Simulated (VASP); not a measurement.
# CuSi16 (a cell with a defect) in VASP: further runs

The runs below take CuSi16 (a cell with a defect) through single point, with PBEsol.

All numbers are computed with VASP 6.6.1; they aren't measurements. Logs are shortened: lines on timing, memory, paths and dates and some standing lists are left out, and cuts for length are marked.

### Step 1. The cell of the first run

The cell holds a defect, 17 atoms: a = 7.679 Å, b = 7.679 Å, c = 7.679 Å, α = 60.00°, β = 60.00°, γ = 60.00°.

### Step 2. Single point, PBEsol

The input, INCAR:

```
  PREC = Accurate
  ENCUT = 520
  EDIFF = 1E-7
  ISMEAR = -1
  SIGMA = 0.02
  LREAL = Auto
  LASPH = T
  NELM = 60
  ALGO = Normal
  ISIF = 2
  LWAVE = F
  LCHARG = F
  GGA = PS
  NELECT = 74.0
  NBANDS = 52
```

The input, KPOINTS:

```
Automatic mesh
0
Gamma
  2 2 2
```

The input, POSCAR:

```
CuSi16
1.0
    0.0000000000      5.4300000000      5.4300000000
    5.4300000000      0.0000000000      5.4300000000
    5.4300000000      5.4300000000      0.0000000000
Si Cu
16 1
Direct
   -0.0544290976     -0.0941528545      0.0300460405
    0.0974401473      0.1416390424      0.0409576427
    0.1224861878     -0.0309760589      0.3864088398
    0.1290515654      0.0507642726      0.6710405157
   -0.0279834254      0.5068600368      0.0202670350
    0.1405064457      0.5677624309      0.1917034991
   -0.0124401473      0.4554972376      0.5580755064
    0.1472928177      0.6058379374      0.6286740331
    0.4796224678      0.0781123389     -0.0807458564
    0.5436279926      0.0914364641      0.2137937385
    0.4593830571     -0.0069705341      0.6623664825
    0.7203038674      0.1791988950      0.5365285451
    0.5063167587      0.4838121547      0.0062615101
    0.6101565378      0.7119060773      0.0673941068
    0.5282320442      0.5447882136      0.4332780847
    0.6471915285      0.6646685083      0.5955709024
    0.7150460405      0.2653591160      0.7935359116
```

Potentials or basis: VASP PAW PBE potentials, release 64 (Si, Cu).

On the command line:

```
> cat potpaw_PBE.64/Si/POTCAR potpaw_PBE.64/Cu/POTCAR > POTCAR
> mpirun -np 1 vasp_std > vasp.out
```

OUTCAR:

```text
PREC = Accurate
   ENCUT = 520
   EDIFF = 1E-7
   ISMEAR = -1
   LREAL = Auto
   LASPH = T
   NELM = 60
   ISIF = 2
   GGA = PS
   NELECT = 74.0

 ion  position               nearest neighbor table
   1  0.946  0.906  0.030-   6 2.30   4 2.33  10 2.61   2 2.65  17 2.71   5 3.00
   2  0.097  0.142  0.041-   3 2.36   5 2.41   9 2.45   1 2.65  11 3.09   4 3.12
   3  0.122  0.969  0.386-   2 2.36   8 2.43   4 2.59  12 2.61
   4  0.129  0.051  0.671-  11 2.32   1 2.33   7 2.54   3 2.59  17 2.65   2 3.12
   5  0.972  0.507  0.020-  14 2.35   2 2.41   8 2.47   6 2.56   1 3.00
   6  0.141  0.568  0.192-   1 2.30   7 2.31  13 2.33   5 2.56
   7  0.988  0.455  0.558-  16 2.24   6 2.31   8 2.42  17 2.53   4 2.54
   8  0.147  0.606  0.629-   7 2.42   3 2.43  15 2.44   5 2.47
   9  0.480  0.078  0.919-  14 2.31  17 2.39   2 2.45  11 2.46  12 2.53  10 2.60
  10  0.544  0.091  0.214-  13 2.55   9 2.60   1 2.61  17 2.67  11 2.92
  11  0.459  0.993  0.662-   4 2.32  16 2.37   9 2.46  12 2.56  10 2.92   2 3.09
  12  0.720  0.179  0.537-  15 2.34  17 2.35   9 2.53  11 2.56   3 2.61
  13  0.506  0.484  0.006-   6 2.33  17 2.34  10 2.55  14 2.55  16 2.60
  14  0.610  0.712  0.067-   9 2.31  15 2.32   5 2.35  13 2.55
  15  0.528  0.545  0.433-  14 2.32  12 2.34   8 2.44  16 2.52
  16  0.647  0.665  0.596-   7 2.24  11 2.37  15 2.52  17 2.55  13 2.60
  17  0.715  0.265  0.794-  13 2.34  12 2.35   9 2.39   7 2.53  16 2.55   4 2.65  10 2.67   1 2.71

  LATTYP: Found a face centered cubic cell.
 ALAT       =    10.8600000000

  Lattice vectors:

 A1 = (   0.0000000000,   5.4300000000,   5.4300000000)
 A2 = (   5.4300000000,   0.0000000000,   5.4300000000)
 A3 = (   5.4300000000,   5.4300000000,   0.0000000000)

Analysis of symmetry for initial positions (statically):
=====================================================================
 Subroutine PRICEL returns:
 Original cell was already a primitive cell.

 Routine SETGRP: Setting up the symmetry group for a
 face centered cubic supercell.

 Subroutine GETGRP returns: Found  1 space group operations
 (whereof  1 operations were pure point group operations)
 out of a pool of 48 trial point group operations.

The static configuration has the point symmetry C_1 .

Analysis of symmetry for dynamics (positions and initial velocities):
=====================================================================
 Subroutine PRICEL returns:
 Original cell was already a primitive cell.

 Routine SETGRP: Setting up the symmetry group for a
 face centered cubic supercell.

 Subroutine GETGRP returns: Found  1 space group operations
 (whereof  1 operations were pure point group operations)
 out of a pool of 48 trial point group operations.

The dynamic configuration has the point symmetry C_1 .

 Subroutine INISYM returns: Found  1 space group operations
 (whereof  1 operations are pure point group operations),
 and found     1 'primitive' translations

----------------------------------------------------------------------------------------

                                     Primitive cell

  volume of cell :     320.2060

  direct lattice vectors                    reciprocal lattice vectors
     0.000000000  5.430000000  5.430000000    -0.092081031  0.092081031  0.092081031
     5.430000000  0.000000000  5.430000000     0.092081031 -0.092081031  0.092081031
     5.430000000  5.430000000  0.000000000     0.092081031  0.092081031 -0.092081031

  length of vectors
     7.679179644  7.679179644  7.679179644     0.159489025  0.159489025  0.159489025

  position of ions in fractional coordinates (direct lattice)
     0.945570902  0.905847145  0.030046040
     0.097440147  0.141639042  0.040957643
     0.122486188  0.969023941  0.386408840
     0.129051565  0.050764273  0.671040516
     0.972016575  0.506860037  0.020267035
     0.140506446  0.567762431  0.191703499
[... 9 lines left out ...]
     0.647191529  0.664668508  0.595570902
     0.715046040  0.265359116  0.793535912

  ion indices of the primitive-cell ions
   primitive index   ion index
                 1           1
                 2           2
                 3           3
                 4           4
                 5           5
                 6           6
[... 9 lines left out ...]
                16          16
                17          17

----------------------------------------------------------------------------------------

 KPOINTS: Automatic mesh

Automatic generation of k-mesh.
 Grid dimensions read from file:
 generate k-points for:    2    2    2

 Generating k-lattice:

  Cartesian coordinates                     Fractional coordinates (reciprocal lattice)
    -0.046040516  0.046040516  0.046040516     0.500000000  0.000000000  0.000000000
     0.046040516 -0.046040516  0.046040516     0.000000000  0.500000000  0.000000000
     0.046040516  0.046040516 -0.046040516     0.000000000  0.000000000  0.500000000

  Length of vectors
     0.079744512  0.079744512  0.079744512

  Shift w.r.t. Gamma in fractional coordinates (k-lattice)
     0.000000000  0.000000000  0.000000000

 Subroutine IBZKPT returns following result:
 ===========================================

 Found      8 irreducible k-points:

 Following reciprocal coordinates:
            Coordinates               Weight
  0.000000  0.000000  0.000000      1.000000
  0.500000  0.000000  0.000000      1.000000
  0.000000  0.500000  0.000000      1.000000
  0.000000  0.000000  0.500000      1.000000
  0.500000  0.500000  0.500000      1.000000
  0.500000  0.500000  0.000000      1.000000
  0.000000  0.500000  0.500000      1.000000
  0.500000  0.000000  0.500000      1.000000
   k-points           NKPTS =      8   k-points in BZ     NKDIM =      8   number of bands    NBANDS=     52
   number of dos      NEDOS =    301   number of ions     NIONS =     17
   total plane-waves  NPLWV = 216000
   dimension x,y,z NGX =    60 NGY =   60 NGZ =   60
   dimension x,y,z NGXF=   120 NGYF=  120 NGZF=  120
   ions per type =              16   1
   NGX,Y,Z   is equivalent  to a cutoff of  12.99, 12.99, 12.99 a.u.
   NGXF,Y,Z  is equivalent  to a cutoff of  25.98, 25.98, 25.98 a.u.
 SYSTEM =  unknown system
   PREC   = accura    normal or accurate (medium, high low for compatibility)
   ISTART =      0    job   : 0-new  1-cont  2-samecut
   ICHARG =      2    charge: 1-file 2-atom 10-const
   ISPIN  =      1    spin polarized calculation?
   LNONCOLLINEAR =      F non collinear calculations
   LSORBIT =      F    spin-orbit coupling
   LASPH  =      T    aspherical Exc in radial PAW
   ENCUT  =  520.0 eV  38.22 Ry    6.18 a.u.  14.28 14.28 14.28*2*pi/ulx,y,z
   NELM   =     60;   NELMIN=  2; NELMDL= -5     # of ELM steps
   EDIFF  = 0.1E-06   stopping-criterion for ELM
   LREAL  =      T    real-space projection
   EDIFFG = 0.1E-05   stopping-criterion for IOM
   NSW    =      0    number of steps for IOM
   IBRION =     -1    ionic relax: 0-MD 1-quasi-New 2-CG
   NFREE  =      0    steps in history (QN), initial steepest desc. (CG)
   ISIF   =      2    stress and relaxation
   ISYM   =      2    0-nonsym 1-usesym 2-fastsym
   POTIM  = 0.5000    time-step for ionic-motion
   TEBEG  =    0.0;   TEEND  =   0.0 temperature during run
   PSTRESS=    0.0 pullay stress
   NELECT =      74.0000    total number of electrons
   NUPDOWN=      -1.0000    fix difference up-down
   EMIN   =  10.00;   EMAX   =-10.00  energy-range for DOS
   EFERMI =   0.00;   METHOD = LEGACY
   ISMEAR =    -1;   SIGMA  =   0.02  broadening in eV -4-tet -1-fermi 0-gaus
   EFERMI_NEDOS =   21; number of points for ismear=-14 and -15
   IALGO  =     38    algorithm
   IMIX   =      4    mixing-type and parameters
     AMIX     =   0.40;   BMIX     =  1.00
     AMIX_MAG =   1.60;   BMIX_MAG =  1.00
  volume/ion in A,a.u.               =      18.84       127.11
  Fermi-wavevector in a.u.,A,eV,Ry     =   1.004636  1.898488 13.732283  1.009294
  Thomas-Fermi vector in A             =   2.137265
   LORBIT       =      0    0 simple, 1 ext, 2 COOP (PROOUT), +10 PAW based schemes
   GGA     = PS    functional components
   LHFCALC =     F    Hartree Fock is set to
   AEXX    =    0.0000 exact exchange contribution
   IVDW    =     0    specifies the selected vdW correction
   LEPSILON=     F    determine dielectric tensor
   LRPA    =     F    only Hartree local field effects (RPA)
 non-spin polarized calculation
  energy-cutoff  :      520.00
  volume of cell :      320.21
 maximum number of plane-waves:      8646
 NGX is ok and might be reduce to    60
   NGX = 29   NGY = 29   NGZ = 29

 number of electron      74.0000000 magnetization

 Free energy of the ion-electron system (eV)
  ---------------------------------------------------
  ext. energy  EPLUGINS =         0.00000000
  ---------------------------------------------------
  free energy    TOTEN  =       -96.04439997 eV

  energy without entropy =      -96.02991787  energy(sigma->0) =      -96.03715892

 E-fermi :   6.2470     XC(G=0):  -9.8900

 val. band max:        6.2375318440   @ k =   0.5000   0.5000   0.0000
 cond. band min:       6.2622734038   @ k =   0.0000   0.5000   0.0000
 fundamental gap:      0.0247415598
 Fermi energy:         6.2470228711

 k-point     1 :       0.0000    0.0000    0.0000
  band No.  band energies     occupation
      1      -5.9330      2.00000
      2      -3.7708      2.00000
      3      -3.3603      2.00000
      4      -3.3019      2.00000
      5      -3.0478      2.00000
      6      -2.2123      2.00000
[... 41 lines left out ...]
     48       8.4343      0.00000
     49       8.7727      0.00000

 k-point     2 :       0.5000    0.0000    0.0000
  band No.  band energies     occupation
      1      -5.2365      2.00000
      2      -5.0255      2.00000
      3      -3.3662      2.00000
      4      -3.1903      2.00000
      5      -3.0436      2.00000
      6      -3.0129      2.00000
[... 304 lines left out ...]
 k-point     8 :       0.5000    0.0000    0.5000
  band No.  band energies     occupation
      1      -5.0257      2.00000
      2      -4.6681      2.00000
      3      -4.2115      2.00000
      4      -3.8093      2.00000
      5      -3.6228      2.00000
      6      -3.0891      2.00000
[... 41 lines left out ...]
     48       9.8937      0.00000
     49       9.9627      0.00000
 [bands above 49 left out]

------------------------ aborting loop because EDIFF is reached ----------------------------------------

  FORCE on cell =-STRESS in cart. coord.  units (eV):
  Direction    XX          YY          ZZ          XY          YZ          ZX
  --------------------------------------------------------------------------------------
  -------------------------------------------------------------------------------------
  Total      -15.2306670    -13.0094801    -22.5813287     -3.0286473     -2.7129868     -3.8686026
  in kB      -76.2079045    -65.0940117   -112.9875499    -15.1540877    -13.5746543    -19.3568737
  external PRESSURE =     -84.7631554 kB  Pullay stress =       0.0000000 kB

 VOLUME and BASIS-vectors are now :
 -----------------------------------------------------------------------------
  energy-cutoff  :      520.00
  volume of cell :      320.21
      direct lattice vectors                 reciprocal lattice vectors
     0.000000000  5.430000000  5.430000000    -0.092081031  0.092081031  0.092081031
     5.430000000  0.000000000  5.430000000     0.092081031 -0.092081031  0.092081031
     5.430000000  5.430000000  0.000000000     0.092081031  0.092081031 -0.092081031

 POSITION                                       TOTAL-FORCE (eV/Angst)
 -----------------------------------------------------------------------------------
      5.08190      5.29760     10.05320         1.810014     -0.273530      0.476665
      0.99150      0.75150      1.29820        -0.165070      0.018349     -0.221802
      7.36000      2.76330      5.92690         1.548811      0.573881     -0.726425
      3.91940      4.34450      0.97640        -0.277725     -1.461705      0.202537
      2.86230      5.38810      8.03030        -0.556014      0.285432      1.132033
      4.12390      1.80390      3.84590        -1.204936     -0.952588     -0.711475
[... 9 lines left out ...]
      6.84310      6.74820      7.12340         0.347064     -1.038350     -1.137392
      5.74980      8.19160      5.32360        -0.009188      0.180616      0.049808
 -----------------------------------------------------------------------------------
    total drift:                               -0.005117     -0.007747     -0.002453

  FREE ENERGIE OF THE ION-ELECTRON SYSTEM (eV)
  ---------------------------------------------------
  free  energy   TOTEN  =       -96.0443999699 eV

  energy  without entropy=      -96.0299178676  energy(sigma->0) =      -96.03715892
```

Wall time 3.9 min (1 thread of Intel Xeon 6975P-C (Granite Rapids), shared host); peak memory 0.49 GiB.

What came out:

| Quantity | Value |
| --- | --- |
| Free energy | -96.0444 eV |
| Largest force | 1.892 eV/Å |

Forces in eV/Å, atoms in the order of the input:
```
Si   1.810 -0.274  0.477
Si  -0.165  0.018 -0.222
Si   1.549  0.574 -0.726
Si  -0.278 -1.462  0.203
Si  -0.556  0.285  1.132
Si  -1.205 -0.953 -0.711
Si  -0.677  1.319  0.700
Si   0.037  0.124  0.193
Si   0.496  0.093 -0.277
Si  -0.575 -0.024  0.390
Si  -0.769  0.229  1.013
Si  -1.003  0.021 -0.312
Si   0.771  0.494  0.398
Si  -0.922  0.011 -0.821
Si   1.148  0.402 -0.349
Si   0.347 -1.038 -1.137
Cu  -0.009  0.181  0.050
```

Levels at points of the mesh, in eV from the Fermi level:
```tsv
k point	band 34	band 35	band 36	band 37	band 38	band 39	band 40	band 41
(0.00, 0.00, 0.00)	-0.52	-0.44	-0.32	-0.05	0.05	0.31	0.61	0.75
(0.50, 0.00, 0.00)	-1.02	-0.89	-0.50	0.02	0.19	0.74	0.88	1.09
(0.00, 0.50, 0.00)	-1.21	-0.70	-0.37	-0.21	0.02	0.71	0.81	0.99
(0.00, 0.00, 0.50)	-1.08	-0.72	-0.42	-0.14	0.34	0.59	0.82	1.01
(0.50, 0.50, 0.50)	-0.99	-0.67	-0.51	-0.03	0.08	0.46	0.74	1.03
(0.50, 0.50, 0.00)	-1.11	-0.77	-0.67	-0.51	-0.01	0.60	1.27	1.50
(0.00, 0.50, 0.50)	-1.17	-0.90	-0.66	-0.28	0.77	1.02	1.06	1.39
(0.50, 0.00, 0.50)	-0.98	-0.84	-0.76	-0.32	0.56	0.87	1.03	1.09
```

Caveat: the k points lie up to 0.50 Å⁻¹ apart; the cell carries a net charge on a neutralising background, which shifts energy and pressure; the cell is charged against a uniform background, so pressure and absolute levels hang on convention; the PAW data sets were made with another functional, which shifts forces and pressure a little.

(Continued in part 2 of 4.)
